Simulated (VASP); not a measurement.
# Si2F (Cmcm) in VASP: further runs

Si2F is run at these levels: PBE; tasks: relaxation of cell and atoms, single point.

Everything below comes from runs of VASP 6.6.1. Logs are shortened: lines on timing, memory, paths and dates and some standing lists are left out, and cuts for length are marked.

### 1 The cell of the first run

It takes space group Cmcm (No. 63, orthorhombic). The conventional cell has a = 3.577 Å, b = 14.191 Å, c = 3.529 Å, α = 90.00°, β = 90.00°, γ = 90.00°. Si (site symmetry m2m) has 8 Si at 2.51 to 3.22 Å and 4 F at 2.72 to 2.74 Å within 3.3 Å. Si (site symmetry m2m) has 6 Si at 2.47 to 3.22 Å and 6 F at 2.59 to 2.95 Å within 3.3 Å. F (site symmetry m2m) has 10 Si at 2.59 to 2.95 Å and 6 F at 3.44 to 3.58 Å within 3.6 Å.

### 2 Relaxation of cell and atoms, PBE

Contents of INCAR:

```
SYSTEM = Si2F
PREC = Accurate
ENCUT = 600
EDIFF = 1E-7
ISMEAR = 1
SIGMA = 0.029
LREAL = .FALSE.
LASPH = .TRUE.
NELM = 100
ALGO = Normal
ISIF = 3
LWAVE = .FALSE.
LCHARG = .FALSE.
GGA = PE
IBRION = 2
NSW = 100
EDIFFG = -0.01
```

Contents of KPOINTS:

```
Automatic mesh
0
G
  5 5 5
  0 0 0
```

Contents of POSCAR:

```
Si2F
1.0
    3.5766220000      0.0000000000      0.0000000000
    1.7883110000     -7.0955560000      0.0000000000
    0.0000000000      0.0000000000     -3.5285490000
Si F
4 2
Direct
    0.7500000000      0.5000000000      0.7500000000
    0.2500000000      0.5000000000      0.2500000000
    0.4390000000      0.1220000000      0.7500000000
    0.5610000000      0.8780000000      0.2500000000
    0.1040000000      0.7920000000      0.7500000000
    0.8960000000      0.2080000000      0.2500000000
```

Potentials or basis: VASP PAW PBE potentials, release 64 (Si, F).

Run with:

```
> cat potpaw_PBE.64/Si/POTCAR potpaw_PBE.64/F/POTCAR > POTCAR
> mpirun -np 1 vasp_std > vasp.out
```

OUTCAR:

```text
SYSTEM = Si2F
   PREC = Accurate
   ENCUT = 600
   EDIFF = 1E-7
   ISMEAR = 1
   LREAL = .FALSE.
   LASPH = .TRUE.
   NELM = 100
   ISIF = 3
   GGA = PE
   IBRION = 2
   NSW = 100
   EDIFFG = -0.01

 ion  position               nearest neighbor table
   1  0.750  0.500  0.750-   2 2.51   2 2.51   2 2.51   2 2.51
   2  0.250  0.500  0.250-   1 2.51   1 2.51   1 2.51   1 2.51
   3  0.439  0.122  0.750-   4 2.47   4 2.47
   4  0.561  0.878  0.250-   3 2.47   3 2.47
   5  0.104  0.792  0.750-
   6  0.896  0.208  0.250-

  LATTYP: Found a base centered orthorhombic cell.
 ALAT       =     3.5766220000
 B/A-ratio  =     3.9677416288
 C/A-ratio  =     0.9865591052

  Lattice vectors:

 A1 = (   1.7883110000,   7.0955560000,   0.0000000000)
 A2 = (   1.7883110000,  -7.0955560000,   0.0000000000)
 A3 = (   0.0000000000,   0.0000000000,  -3.5285490000)

Analysis of symmetry for initial positions (statically):
=====================================================================
 Subroutine PRICEL returns:
 Original cell was already a primitive cell.

 Routine SETGRP: Setting up the symmetry group for a
 base centered orthorhombic supercell.

 Subroutine GETGRP returns: Found  8 space group operations
 (whereof  4 operations were pure point group operations)
 out of a pool of  8 trial point group operations.

The static configuration has the point symmetry C_2h.
 The point group associated with its full space group is D_2h.

Analysis of symmetry for dynamics (positions and initial velocities):
=====================================================================
 Subroutine PRICEL returns:
 Original cell was already a primitive cell.

 Routine SETGRP: Setting up the symmetry group for a
 base centered orthorhombic supercell.

 Subroutine GETGRP returns: Found  8 space group operations
 (whereof  4 operations were pure point group operations)
 out of a pool of  8 trial point group operations.

The dynamic configuration has the point symmetry C_2h.
 The point group associated with its full space group is D_2h.

 Subroutine INISYM returns: Found  8 space group operations
 (whereof  4 operations are pure point group operations),
 and found     1 'primitive' translations

----------------------------------------------------------------------------------------

                                     Primitive cell

[... 120 lines left out ...]
  Fermi-wavevector in a.u.,A,eV,Ry     =   1.137008  2.148633 17.589426  1.292786
  Thomas-Fermi vector in A             =   2.273713
   LORBIT       =      0    0 simple, 1 ext, 2 COOP (PROOUT), +10 PAW based schemes
   GGA     = PE    functional components
   LHFCALC =     F    Hartree Fock is set to
   AEXX    =    0.0000 exact exchange contribution
   IVDW    =     0    specifies the selected vdW correction
   LEPSILON=     F    determine dielectric tensor
   LRPA    =     F    only Hartree local field effects (RPA)
 conjugate gradient relaxation of ions
 non-spin polarized calculation
 Methfessel and Paxton  Order N= 1 SIGMA  =   0.03
  energy-cutoff  :      600.00
  volume of cell :       89.55
 maximum number of plane-waves:      3000
 NGX is ok and might be reduce to    30
   NGX = 15   NGY = 29   NGZ = 15

--------------------------------------- Ionic step        1  -------------------------------------------

 number of electron      30.0000011 magnetization

 Free energy of the ion-electron system (eV)
  ---------------------------------------------------
  ext. energy  EPLUGINS =         0.00000000
  ---------------------------------------------------
  free energy    TOTEN  =       -25.53819001 eV

  energy without entropy =      -25.53731767  energy(sigma->0) =      -25.53789923

------------------------ aborting loop because EDIFF is reached ----------------------------------------

  FORCE on cell =-STRESS in cart. coord.  units (eV):
  Direction    XX          YY          ZZ          XY          YZ          ZX
  --------------------------------------------------------------------------------------
  -------------------------------------------------------------------------------------
  Total        1.2110728      0.4223984     -1.1232742      0.0000000      0.0000000      0.0000000
  in kB       21.6683187      7.5574836    -20.0974393      0.0000000      0.0000000      0.0000000
  external PRESSURE =       3.0427876 kB  Pullay stress =       0.0000000 kB
[... 101 lines left out ...]
  FREE ENERGIE OF THE ION-ELECTRON SYSTEM (eV)
  ---------------------------------------------------
  free  energy   TOTEN  =       -25.8818097779 eV

  energy  without entropy=      -25.8816847378  energy(sigma->0) =      -25.88176810

[... ionic steps 4 to 56 ...]

--------------------------------------- Ionic step       57  -------------------------------------------

 number of electron      30.0000000 magnetization

------------------------ aborting loop because EDIFF is reached ----------------------------------------
[... 75 lines left out ...]
--------------------------------------- Ionic step       59  -------------------------------------------

 number of electron      30.0000000 magnetization

 Free energy of the ion-electron system (eV)
  ---------------------------------------------------
  ext. energy  EPLUGINS =         0.00000000
  ---------------------------------------------------
  free energy    TOTEN  =       -27.88478359 eV

  energy without entropy =      -27.88440162  energy(sigma->0) =      -27.88465627

 E-fermi :   7.3293     XC(G=0): -10.5469

 val. band max:        7.2440879933   @ k =   0.0000   0.2000   0.2000
 cond. band min:       7.3383704712   @ k =  -0.4000   0.2000   0.4000
 fundamental gap:      0.0942824778
 Fermi energy:         7.3293328062

 k-point     1 :       0.0000    0.0000    0.0000
  band No.  band energies     occupation
      1     -16.8342      2.00000
      2     -16.6281      2.00000
      3      -5.7138      2.00000
      4      -2.8501      2.00000
      5      -2.4768      2.00000
      6      -0.1762      2.00000
[... 505 lines left out ...]
      6       0.4050      2.00000
[... 11 lines left out ...]
     18       8.7771      0.00000
     19       9.5367      0.00000

 [... further k-points ...]

------------------------ aborting loop because EDIFF is reached ----------------------------------------

  FORCE on cell =-STRESS in cart. coord.  units (eV):
  Direction    XX          YY          ZZ          XY          YZ          ZX
  --------------------------------------------------------------------------------------
  -------------------------------------------------------------------------------------
  Total        0.0028455     -0.0065029     -0.0569112      0.0000000     -0.0000000      0.0000000
  in kB        0.0552781     -0.1263269     -1.1055662      0.0000000     -0.0000000      0.0000000
  external PRESSURE =      -0.3922050 kB  Pullay stress =       0.0000000 kB
[... 21 lines left out ...]
  FREE ENERGIE OF THE ION-ELECTRON SYSTEM (eV)
  ---------------------------------------------------
  free  energy   TOTEN  =       -27.8847835918 eV

  energy  without entropy=      -27.8844016151  energy(sigma->0) =      -27.88465627

 reached required accuracy - stopping structural energy minimisation
```

CONTCAR:

```text
Si2F
   1.00000000000000
     3.9705725808856887    0.0000000000000000    0.0000000000000000
     1.9852862904428443   -8.2030911576970933   -0.0000000000000001
     0.0000000000000000   -0.0000000000000000   -2.5321709304496367
  Si              F
     4     2
Direct
     0.7159620720332348    0.5680758559335315    0.7500000000000000
     0.2840379279667657    0.4319241440664688    0.2500000000000000
     0.4264677052805843    0.1470645894388311    0.7500000000000000
     0.5735322947194154    0.8529354105611686    0.2500000000000000
     0.0790853559036309    0.8418292881927384    0.7500000000000000
     0.9209146440963695    0.1581707118072617    0.2500000000000000

  0.00000000E+00  0.00000000E+00  0.00000000E+00
  0.00000000E+00  0.00000000E+00  0.00000000E+00
  0.00000000E+00  0.00000000E+00  0.00000000E+00
  0.00000000E+00  0.00000000E+00  0.00000000E+00
  0.00000000E+00  0.00000000E+00  0.00000000E+00
  0.00000000E+00  0.00000000E+00  0.00000000E+00
```

Run time: 16 min. Hardware: 1 thread of Intel Xeon 6975P-C (Granite Rapids), shared host; peak memory 0.25 GiB.

Results:

```
Free energy                           : -27.8848 eV
Relaxed volume                        : 13.75 Å³/atom
Relaxed cell                          : a = 3.971 Å, b = 8.440 Å, c = 2.532 Å, α = 90.00°, β = 90.00°, γ = 76.40°
Space group after relaxing (to 0.1 Å) : Cmcm (No. 63)
Energy gained by relaxing             : 391.1 meV/atom
Ionic steps                           : 59
Pressure after relaxing               : 0.0 GPa
Largest force after relaxing          : 0.006 eV/Å
Band gap on the k mesh                : zero (bands 15 and 16 overlap by 2.69 eV)
```

Forces in eV/Å, atoms in the order of the input:
```
Si   0.000 -0.006  0.000
Si   0.000  0.006  0.000
Si   0.000 -0.006  0.000
Si   0.000  0.006  0.000
F    0.000 -0.005  0.000
F    0.000  0.005  0.000
```

Step by step:
```tsv
step	energy change (eV)	largest force (eV/Å)	pressure (GPa)	volume (Å³)
1	0.0000	0.6322	0.30	89.55
3	-0.3436	0.6285	-2.63	90.89
5	0.3537	2.3919	-6.61	93.64
7	-0.8985	0.5733	-7.34	92.27
9	-0.9614	0.7866	-4.62	87.58
11	-1.0753	0.6469	-5.25	88.41
13	-1.1700	0.6342	6.27	79.01
15	-1.2445	0.6372	1.12	82.48
17	-1.3106	0.7597	0.90	82.94
19	-1.6566	0.7449	0.69	84.95
21	-1.9015	0.4898	-0.65	86.72
23	-1.9589	0.3550	0.25	86.38
25	-2.0091	0.3959	0.61	85.82
27	-2.0383	0.3584	0.00	86.03
29	-2.0762	0.1967	-1.62	86.65
31	-2.0998	0.1989	-1.12	85.32
33	-2.1207	0.9229	5.52	77.31
35	-2.1566	0.7633	3.13	79.30
37	-2.1627	0.7131	2.57	79.80
39	-2.1718	0.8103	3.71	78.80
41	-2.2022	0.7563	3.35	79.26
43	-2.2920	0.4595	0.89	81.38
45	-2.3081	0.3060	-0.64	82.75
47	-2.3393	0.1548	-0.19	82.60
49	-2.3438	0.0708	0.13	82.51
51	-2.3457	0.0572	-0.02	82.56
53	-2.3462	0.0318	-0.06	82.54
55	-2.3465	0.0183	0.00	82.44
57	-2.3465	0.0144	0.02	82.43
59	-2.3466	0.0065	-0.04	82.48
```

Final structure:
```xyz
6
Lattice="3.9706 0.0000 0.0000 1.9853 -8.2031 0.0000 0.0000 0.0000 -2.5322" Properties=species:S:1:pos:R:3 pbc="T T T"
Si    3.9706   -4.6600   -1.8991
Si    1.9853   -3.5431   -0.6330
Si    1.9853   -1.2064   -1.8991
Si    3.9706   -6.9967   -0.6330
F     1.9853   -6.9056   -1.8991
F     3.9706   -1.2975   -0.6330
```

Levels at points of the mesh, in eV from the Fermi level:
```
           k point  band 12  band 13  band 14  band 15  band 16  band 17  band 18  band 19
(0.00, 0.00, 0.00)    -3.90    -3.78    -3.20    -0.83     2.33     3.49     4.39     4.83
```

Caveat: the k points lie up to 0.50 Å⁻¹ apart in the final cell, too coarse for converged energies and pressures of a metal; a cell axis changed by over 15 % at a fixed basis, so the end point is rough.

### 3 Single point, PBE

Contents of INCAR:

```
SYSTEM = Si2F
PREC     = Accurate       ! precision mode
ENCUT    = 600            ! plane-wave cutoff, eV
EDIFF    = 1E-6           ! SCF threshold, eV
ISMEAR   = 1              ! smearing method
SIGMA    = 0.029          ! smearing width, eV
LREAL    = .False.        ! projectors in reciprocal space
LASPH    = .True.         ! aspherical terms in the spheres
NELM     = 120            ! most SCF steps
ALGO     = Normal         ! electronic algorithm
ISIF     = 2              ! what is computed and relaxed
LWAVE    = .False.        ! write WAVECAR
LCHARG   = .False.        ! write CHGCAR
GGA      = PE             ! functional
NBANDS   = 24             ! bands
GGA_COMPAT= .False.
```

Contents of KPOINTS:

```
Automatic mesh
0
Gamma
  7 7 7
  0 0 0
```

POSCAR is that of step 2.

Potentials or basis: VASP PAW PBE potentials, release 64 (Si, F).

Run with:

```
> cat potpaw_PBE.64/Si/POTCAR potpaw_PBE.64/F/POTCAR > POTCAR
> mpirun -np 1 vasp_std > vasp.out
```

Wall time 1.8 min (1 thread of AMD EPYC 7R13 (Zen 3), shared host); peak memory 0.25 GiB.

The run converged. Its results:

| Quantity | Value |
| --- | --- |
| Free energy | -25.5416 eV |
| Pressure | 0.2 GPa |
| Largest force | 0.744 eV/Å |
| Band gap on the k mesh | zero (bands 15 and 16 overlap by 1.15 eV) |

Forces in eV/Å, atoms in the order of the input:
```
Si   0.000  0.115  0.000
Si   0.000 -0.115  0.000
Si   0.000 -0.484  0.000
Si   0.000  0.484  0.000
F    0.000 -0.744  0.000
F    0.000  0.744  0.000
```

Stress tensor (GPa, compression positive):
```
 1.07  0.00  0.00
 0.00  0.81  0.00
 0.00  0.00 -1.33
```

Levels at points of the mesh, in eV from the Fermi level:
| k point | band 12 | band 13 | band 14 | band 15 | band 16 | band 17 | band 18 | band 19 |
| --- | --- | --- | --- | --- | --- | --- | --- | --- |
| (0.00, 0.00, 0.00) | -1.23 | -1.01 | -0.55 | 0.00 | 0.40 | 0.83 | 2.06 | 3.48 |
